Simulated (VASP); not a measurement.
# ZnO (zincite) (P6_3mc) in VASP: further runs, part 2 of 2

VASP 6.6.1.

### Step 3. Single point, RPBE+D3(BJ)

This run uses another cell than the first one, of 11.66 Å³/atom, 1.021 times its volume.

Contents of INCAR:

```
SYSTEM = ZnO
  PREC = Accurate
  ENCUT = 520
  EDIFF = 1E-7
  ISMEAR = -1
  SIGMA = 0.05
  LREAL = .False.
  LASPH = .True.
  NELM = 80
  ALGO = Normal
  ISIF = 2
  LWAVE = .False.
  LCHARG = .True.
  GGA = RP
  IVDW = 12
  LELF = .True.
  LVHAR = .True.
  NBANDS = 26
```

Contents of KPOINTS:

```
Automatic mesh
0
Gamma
  9 9 5
  0 0 0
```

Contents of POSCAR:

```
ZnO
1.0
    3.2274999067      0.0000000000      0.0000000000
   -1.6137499533      2.7950969099      0.0000000000
    0.0000000000      0.0000000000      5.1707703030
Zn O
2 2
Direct
    0.6666666667      0.3333333333      0.0000000000
    0.3333333333      0.6666666667      0.5000000000
    0.3333333333      0.6666666667      0.8790100000
    0.6666666667      0.3333333333      0.3790100000
```

Potentials or basis: VASP PAW PBE potentials, release 64 (Zn, O).

Command:

```
$ cat potpaw_PBE.64/Zn/POTCAR potpaw_PBE.64/O/POTCAR > POTCAR
$ mpirun -np 1 vasp_std > vasp.out
```

OUTCAR:

```text
SYSTEM = ZnO
   PREC = Accurate
   ENCUT = 520
   EDIFF = 1E-7
   ISMEAR = -1
   LREAL = .False.
   LASPH = .True.
   NELM = 80
   ISIF = 2
   GGA = RP
   IVDW = 12
 IVDW          = 12

 ion  position               nearest neighbor table
   1  0.667  0.333  0.000-   4 1.96   3 1.97   3 1.97   3 1.97
   2  0.333  0.667  0.500-   3 1.96   4 1.97   4 1.97   4 1.97
   3  0.333  0.667  0.879-   2 1.96   1 1.97   1 1.97   1 1.97
   4  0.667  0.333  0.379-   1 1.96   2 1.97   2 1.97   2 1.97

  LATTYP: Found a hexagonal cell.
 ALAT       =     3.2274999067
 C/A-ratio  =     1.6020977390

  Lattice vectors:

 A1 = (   3.2274999067,   0.0000000000,   0.0000000000)
 A2 = (  -1.6137499533,   2.7950969099,   0.0000000000)
 A3 = (   0.0000000000,   0.0000000000,   5.1707703030)

Analysis of symmetry for initial positions (statically):
=====================================================================
 Subroutine PRICEL returns:
 Original cell was already a primitive cell.

 Routine SETGRP: Setting up the symmetry group for a
 hexagonal supercell.

 Subroutine GETGRP returns: Found 12 space group operations
 (whereof  6 operations were pure point group operations)
 out of a pool of 24 trial point group operations.

The static configuration has the point symmetry C_3v.
 The point group associated with its full space group is C_6v.

Analysis of symmetry for dynamics (positions and initial velocities):
=====================================================================
 Subroutine PRICEL returns:
 Original cell was already a primitive cell.

 Routine SETGRP: Setting up the symmetry group for a
 hexagonal supercell.

 Subroutine GETGRP returns: Found 12 space group operations
 (whereof  6 operations were pure point group operations)
 out of a pool of 24 trial point group operations.

The dynamic configuration has the point symmetry C_3v.
[... 119 lines left out ...]
   ISMEAR =    -1;   SIGMA  =   0.05  broadening in eV -4-tet -1-fermi 0-gaus
   EFERMI_NEDOS =   21; number of points for ismear=-14 and -15
   IALGO  =     38    algorithm
   IMIX   =      4    mixing-type and parameters
     AMIX     =   0.40;   BMIX     =  1.00
     AMIX_MAG =   1.60;   BMIX_MAG =  1.00
  volume/ion in A,a.u.               =      11.66        78.70
  Fermi-wavevector in a.u.,A,eV,Ry     =   1.501653  2.837712 30.680611  2.254961
  Thomas-Fermi vector in A             =   2.612996
   LORBIT       =      0    0 simple, 1 ext, 2 COOP (PROOUT), +10 PAW based schemes
   GGA     = RP    functional components
   LHFCALC =     F    Hartree Fock is set to
   AEXX    =    0.0000 exact exchange contribution
   IVDW    =    12    specifies the selected vdW correction
   LEPSILON=     F    determine dielectric tensor
   LRPA    =     F    only Hartree local field effects (RPA)
 non-spin polarized calculation
  energy-cutoff  :      520.00
  volume of cell :       46.65
 maximum number of plane-waves:      1284
   NGX = 13   NGY = 13   NGZ = 19

 number of electron      36.0000012 magnetization

 Free energy of the ion-electron system (eV)
  ---------------------------------------------------
  ext. energy  EPLUGINS =         0.00000000
  ---------------------------------------------------
  free energy    TOTEN  =       -16.18097989 eV

  energy without entropy =      -16.18097856  energy(sigma->0) =      -16.18097922

 E-fermi :   2.0605     XC(G=0): -10.7659

 val. band max:        1.5674131788   @ k =   0.0000   0.0000   0.0000
 cond. band min:       2.4750435048   @ k =   0.0000   0.0000   0.0000
 fundamental gap:      0.9076303260
 Fermi energy:         2.0605040183

 k-point     1 :       0.0000    0.0000    0.0000
  band No.  band energies     occupation
      1     -16.7728      2.00000
      2     -16.0261      2.00000
      3      -4.2070      2.00000
      4      -4.2070      2.00000
      5      -4.1852      2.00000
      6      -4.1641      2.00000
[... 685 lines left out ...]
     25      15.3505      0.00000
     26      16.4422      0.00000

 [... further k-points ...]

------------------------ aborting loop because EDIFF is reached ----------------------------------------

 Edisp (eV)   -3.44191

 E8    (eV) :    -1.9347

  FORCE on cell =-STRESS in cart. coord.  units (eV):
  Direction    XX          YY          ZZ          XY          YZ          ZX
  --------------------------------------------------------------------------------------
  -------------------------------------------------------------------------------------
  Total      -0.65395    -0.65395    -0.22776    -0.00000     0.00000     0.00000
  in kB     -22.46131   -22.46131    -7.82291    -0.00000     0.00000     0.00000
  external pressure =      -17.58 kB  Pullay stress =        0.00 kB

 VOLUME and BASIS-vectors are now :
 -----------------------------------------------------------------------------
  energy-cutoff  :      520.00
  volume of cell :       46.65
      direct lattice vectors                 reciprocal lattice vectors
     3.227499907  0.000000000  0.000000000     0.309837344  0.178884674  0.000000000
    -1.613749953  2.795096910  0.000000000     0.000000000  0.357769348  0.000000000
     0.000000000  0.000000000  5.170770303     0.000000000  0.000000000  0.193394783

 POSITION                                       TOTAL-FORCE (eV/Angst)
 -----------------------------------------------------------------------------------
      1.61375      0.93170      0.00000        -0.000000      0.000000     -0.100326
     -0.00000      1.86340      2.58539         0.000000     -0.000000     -0.100326
     -0.00000      1.86340      4.54516        -0.000000     -0.000000      0.100326
      1.61375      0.93170      1.95977        -0.000000     -0.000000      0.100326
 -----------------------------------------------------------------------------------
    total drift:                                0.000001      0.000001     -0.000290

  FREE ENERGIE OF THE ION-ELECTRON SYSTEM (eV)
  ---------------------------------------------------
  free  energy   TOTEN  =       -19.6228871753 eV

  energy  without entropy=      -19.6228858473  energy(sigma->0) =      -19.62288651
```

OSZICAR:

```text
N       E                     dE             d eps       ncg     rms          rms(c)
DAV:   1     0.301964468561E+03    0.30196E+03   -0.18180E+04  1896   0.202E+03
DAV:   2     0.131714056206E+02   -0.28879E+03   -0.27028E+03  1964   0.418E+02
DAV:   3    -0.188139283834E+02   -0.31985E+02   -0.31581E+02  2052   0.141E+02
DAV:   4    -0.194400411027E+02   -0.62611E+00   -0.62449E+00  2086   0.201E+01
DAV:   5    -0.194430350013E+02   -0.29939E-02   -0.29937E-02  2048   0.145E+00    0.154E+01
DAV:   6    -0.159712171430E+02    0.34718E+01   -0.65512E+00  2892   0.598E+01    0.939E+00
DAV:   7    -0.162009181925E+02   -0.22970E+00   -0.29901E+00  1902   0.169E+01    0.556E+00
DAV:   8    -0.162240431160E+02   -0.23125E-01   -0.43472E-01  2770   0.756E+00    0.159E+00
DAV:   9    -0.161776312543E+02    0.46412E-01   -0.10104E-01  2748   0.646E+00    0.263E-01
DAV:  10    -0.161806963145E+02   -0.30651E-02   -0.36343E-02  1898   0.134E+00    0.167E-01
DAV:  11    -0.161808964347E+02   -0.20012E-03   -0.66421E-04  1976   0.263E-01    0.639E-02
DAV:  12    -0.161809664426E+02   -0.70008E-04   -0.18750E-04  2210   0.312E-01    0.320E-02
DAV:  13    -0.161809856262E+02   -0.19184E-04   -0.71743E-05  1982   0.138E-01    0.225E-02
DAV:  14    -0.161809798956E+02    0.57305E-05   -0.23696E-05  2258   0.535E-02    0.179E-03
DAV:  15    -0.161809801341E+02   -0.23846E-06   -0.58763E-06  1996   0.223E-02    0.392E-03
DAV:  16    -0.161809799206E+02    0.21347E-06   -0.29097E-07  1570   0.571E-03    0.157E-03
DAV:  17    -0.161809798886E+02    0.31994E-07   -0.81950E-08  1296   0.377E-03
   1 F= -.19622887E+02 E0= -.19622887E+02  d E =-.132799E-05
```

stdout:

```text
POSCAR found type information on POSCAR ZnO
 POSCAR found :  2 types and       4 ions
 scaLAPACK will be used
 -----------------------------------------------------------------------------
|                                                                             |
|                                                                             |
|     You enforced a specific xc type in the INCAR file but a different       |
|     I HOPE YOU KNOW WHAT YOU ARE DOING!                                     |
|                                                                             |
 -----------------------------------------------------------------------------

 LDA part: xc-table for (Slater+PW92), standard interpolation
 POSCAR, INCAR and KPOINTS ok, starting setup
 FFT: planning ... GRIDC
 FFT: planning ... GRID_SOFT
 FFT: planning ... GRID
 WAVECAR not read
 entering main loop
```

Run time: 17 s. Hardware: 1 thread of Intel Xeon 6975P-C (Granite Rapids), shared host; peak memory 0.19 GiB.

Results:

- Free energy: -19.6229 eV
- Pressure: -1.8 GPa
- Largest force: 0.100 eV/Å
- Band gap on the k mesh: 0.91 eV, direct
- Dispersion energy per atom: -0.860 eV

Forces on the atoms (eV/Å):
```
Zn   0.000  0.000 -0.100
Zn   0.000  0.000 -0.100
O    0.000  0.000  0.100
O    0.000  0.000  0.100
```

Levels at points of the mesh, in eV from the valence-band top:
```tsv
k point	band 14	band 15	band 16	band 17	band 18	band 19	band 20	band 21	band 22	band 23
(0.00, 0.00, 0.00)	-0.83	-0.83	-0.08	0.00	0.00	0.91	5.38	8.44	13.05	13.05
```

Caveat: the PAW data sets were made with another functional, which shifts forces and pressure a little.

### Step 4. Single point, PBE exchange alone

This run uses another cell than the first one, of 11.66 Å³/atom, 1.021 times its volume.

Contents of INCAR:

```
  AGGAC = 0.0
  ALDAC = 0.0
  ALGO = Normal
  EDIFF = 1E-7
  ENCUT = 520
  GGA = PE
  ISIF = 2
  ISMEAR = -1
  LASPH = True
  LCHARG = False
  LREAL = False
  LWAVE = False
  NBANDS = 26
  NELM = 100
  PREC = Accurate
  SIGMA = 0.05
```

Contents of KPOINTS:

```
k-points
0
Gamma
  9 9 5
```

POSCAR is that of step 3.

Command:

```
$ cat potpaw_PBE.64/Zn/POTCAR potpaw_PBE.64/O/POTCAR > POTCAR
$ mpirun -np 1 vasp_std > vasp.out
```

It took 15 s on 1 thread of Intel Xeon 6975P-C (Granite Rapids), shared host; peak memory 0.17 GiB.

The run converged. Its results:

* Free energy: -13.2112 eV
* Pressure: 25.5 GPa
* Largest force: 0.090 eV/Å
* Band gap on the k mesh: 0.95 eV, direct

Forces on the atoms (eV/Å):
```
Zn   0.000  0.000 -0.090
Zn   0.000  0.000 -0.090
O    0.000  0.000  0.090
O    0.000  0.000  0.090
```

Stress tensor (GPa, compression positive):
```
24.67  0.00  0.00
 0.00 24.67  0.00
 0.00  0.00 27.02
```

Levels at points of the mesh, in eV from the valence-band top:
```tsv
k point	band 16	band 17	band 18	band 19	band 20	band 21
(0.00, 0.00, 0.00)	-0.08	0.00	0.00	0.95	5.32	8.49
```

### Step 5. Single point, RPBE+D3(BJ)

This run uses another cell than the first one, of 11.90 Å³/atom, 1.042 times its volume.

Contents of INCAR:

```
SYSTEM = ZnO
PREC = Accurate
ENCUT = 520
EDIFF = 1E-6
ISMEAR = -1
SIGMA = 0.05
LREAL = .FALSE.
LASPH = .TRUE.
NELM = 80
ALGO = Normal
ISIF = 2
LWAVE = .FALSE.
LCHARG = .TRUE.
GGA = RP
IVDW = 12
LELF = .TRUE.
LVHAR = .TRUE.
NBANDS = 26
```

Contents of KPOINTS:

```
regular mesh
0
G
  9 9 5
  0 0 0
```

Contents of POSCAR:

```
ZnO
1.0
    3.2493080000      0.0000000000      0.0000000000
   -1.6246540000      2.8139832727      0.0000000000
    0.0000000000      0.0000000000      5.2057090000
Zn O
2 2
Direct
    0.6666666667      0.3333333333      0.0000000000
    0.3333333333      0.6666666667      0.5000000000
    0.3333333333      0.6666666667      0.8790100000
    0.6666666667      0.3333333333      0.3790100000
```

Potentials or basis: VASP PAW PBE potentials, release 64 (Zn, O).

Command:

```
$ cat potpaw_PBE.64/Zn/POTCAR potpaw_PBE.64/O/POTCAR > POTCAR
$ mpirun -np 1 vasp_std > vasp.out
```

OUTCAR:

```text
SYSTEM = ZnO
   PREC = Accurate
   ENCUT = 520
   EDIFF = 1E-6
   ISMEAR = -1
   LREAL = .FALSE.
   LASPH = .TRUE.
   NELM = 80
   ISIF = 2
   GGA = RP
   IVDW = 12
 IVDW          = 12

 ion  position               nearest neighbor table
   1  0.667  0.333  0.000-   4 1.97   3 1.98   3 1.98   3 1.98
   2  0.333  0.667  0.500-   3 1.97   4 1.98   4 1.98   4 1.98
   3  0.333  0.667  0.879-   2 1.97   1 1.98   1 1.98   1 1.98
   4  0.667  0.333  0.379-   1 1.97   2 1.98   2 1.98   2 1.98

  LATTYP: Found a hexagonal cell.
 ALAT       =     3.2493080000
 C/A-ratio  =     1.6020977390

  Lattice vectors:

 A1 = (   3.2493080000,   0.0000000000,   0.0000000000)
 A2 = (  -1.6246540000,   2.8139832727,   0.0000000000)
 A3 = (   0.0000000000,   0.0000000000,   5.2057090000)

Analysis of symmetry for initial positions (statically):
=====================================================================
 Subroutine PRICEL returns:
 Original cell was already a primitive cell.

 Routine SETGRP: Setting up the symmetry group for a
 hexagonal supercell.

 Subroutine GETGRP returns: Found 12 space group operations
[... 169 lines left out ...]

 E-fermi :   1.8629     XC(G=0): -10.6542

 val. band max:        1.3821195646   @ k =   0.0000   0.0000   0.0000
 cond. band min:       2.2627626835   @ k =   0.0000   0.0000   0.0000
 fundamental gap:      0.8806431189
 Fermi energy:         1.8628778794

 k-point     1 :       0.0000    0.0000    0.0000
  band No.  band energies     occupation
      1     -16.7918      2.00000
      2     -16.0765      2.00000
      3      -4.2910      2.00000
      4      -4.2910      2.00000
      5      -4.2508      2.00000
      6      -4.2094      2.00000
[... 685 lines left out ...]
     25      15.0924      0.00000
     26      16.0672      0.00000

 [... further k-points ...]

------------------------ aborting loop because EDIFF is reached ----------------------------------------

 Edisp (eV)   -3.34999

 E8    (eV) :    -1.8787

  FORCE on cell =-STRESS in cart. coord.  units (eV):
  Direction    XX          YY          ZZ          XY          YZ          ZX
  --------------------------------------------------------------------------------------
  -------------------------------------------------------------------------------------
  Total      -1.45315    -1.45315    -1.04860     0.00000    -0.00000     0.00000
  in kB     -48.91338   -48.91338   -35.29607     0.00000    -0.00000     0.00000
  external pressure =      -44.37 kB  Pullay stress =        0.00 kB

 VOLUME and BASIS-vectors are now :
 -----------------------------------------------------------------------------
  energy-cutoff  :      520.00
  volume of cell :       47.60
      direct lattice vectors                 reciprocal lattice vectors
     3.249308000  0.000000000  0.000000000     0.307757836  0.177684070  0.000000000
    -1.624654000  2.813983273  0.000000000     0.000000000  0.355368139  0.000000000
     0.000000000  0.000000000  5.205709000     0.000000000  0.000000000  0.192096792

 POSITION                                       TOTAL-FORCE (eV/Angst)
 -----------------------------------------------------------------------------------
      1.62465      0.93799      0.00000         0.000000     -0.000000     -0.092780
     -0.00000      1.87599      2.60285        -0.000000      0.000000     -0.092780
     -0.00000      1.87599      4.57587         0.000000     -0.000000      0.092780
      1.62465      0.93799      1.97302        -0.000000      0.000000      0.092780
 -----------------------------------------------------------------------------------
    total drift:                               -0.000000     -0.000000     -0.000519

  FREE ENERGIE OF THE ION-ELECTRON SYSTEM (eV)
  ---------------------------------------------------
  free  energy   TOTEN  =       -19.6048942111 eV

  energy  without entropy=      -19.6048924742  energy(sigma->0) =      -19.60489334
```

stdout:

```text
POSCAR found type information on POSCAR ZnO
 POSCAR found :  2 types and       4 ions
 scaLAPACK will be used
 -----------------------------------------------------------------------------
|                                                                             |
|                                                                             |
|     You enforced a specific xc type in the INCAR file but a different       |
|     I HOPE YOU KNOW WHAT YOU ARE DOING!                                     |
|                                                                             |
 -----------------------------------------------------------------------------

 LDA part: xc-table for (Slater+PW92), standard interpolation
 POSCAR, INCAR and KPOINTS ok, starting setup
 FFT: planning ... GRIDC
 FFT: planning ... GRID_SOFT
 FFT: planning ... GRID
 WAVECAR not read
 entering main loop
```

Run time: 15 s. Hardware: 1 thread of Intel Xeon 6975P-C (Granite Rapids), shared host; peak memory 0.19 GiB.

Results:

```
Free energy                : -19.6049 eV
Pressure                   : -4.4 GPa
Largest force              : 0.093 eV/Å
Band gap on the k mesh     : 0.88 eV, direct
Dispersion energy per atom : -0.837 eV
```

Forces on the atoms (eV/Å):
```
Zn   0.000  0.000 -0.093
Zn   0.000  0.000 -0.093
O    0.000  0.000  0.093
O    0.000  0.000  0.093
```

Levels at points of the mesh, in eV from the valence-band top:
| k point | band 14 | band 15 | band 16 | band 17 | band 18 | band 19 | band 20 | band 21 | band 22 | band 23 |
| --- | --- | --- | --- | --- | --- | --- | --- | --- | --- | --- |
| (0.00, 0.00, 0.00) | -0.81 | -0.81 | -0.07 | 0.00 | 0.00 | 0.88 | 5.31 | 8.38 | 12.95 | 12.95 |

Caveat: the PAW data sets were made with another functional, which shifts forces and pressure a little.

### Step 6. Summary

```csv
level,cell,gap on the mesh (eV),pressure (GPa),largest force (eV/Å)
PBE exchange alone,"a = 3.205, b = 3.205, c = 5.135 Å, angles 90.0, 90.0, 120.0°, 4 atoms",0.99,29.7,0.10
RPBE+D3(BJ),"a = 3.227, b = 3.227, c = 5.171 Å, angles 90.0, 90.0, 120.0°, 4 atoms",0.91,-1.8,0.10
PBE exchange alone,"a = 3.227, b = 3.227, c = 5.171 Å, angles 90.0, 90.0, 120.0°, 4 atoms",0.95,25.5,0.09
RPBE+D3(BJ),"a = 3.249, b = 3.249, c = 5.206 Å, angles 90.0, 90.0, 120.0°, 4 atoms",0.88,-4.4,0.09
```

Alike in all rows: task single point; potentials or basis VASP PAW PBE potentials, release 64 (Zn, O); no spin polarisation; k mesh 9 × 9 × 5; cutoff (eV) 520; smearing fermi-dirac 0.05 eV.

Caveats: the PAW data sets were made with another functional, which shifts forces and pressure a little (some runs).

Absolute energies hang on the potentials; compare differences alone.

### Step 7. Against experiment

Step 3. A measured gap of ZnO is 3.37 eV (quoted in “Electronic structure of alkaline earth and post-transition metal oxides”, 2009, arxiv:0908.1581); the calculated 0.91 eV misses it by -2.46 eV. So large a miss can be the level of theory's own, or it may mean another phase, state or a wrong row. The value is that of RPBE+D3(BJ), without temperature or zero-point motion. Semilocal functionals fall short of measured gaps as a rule.
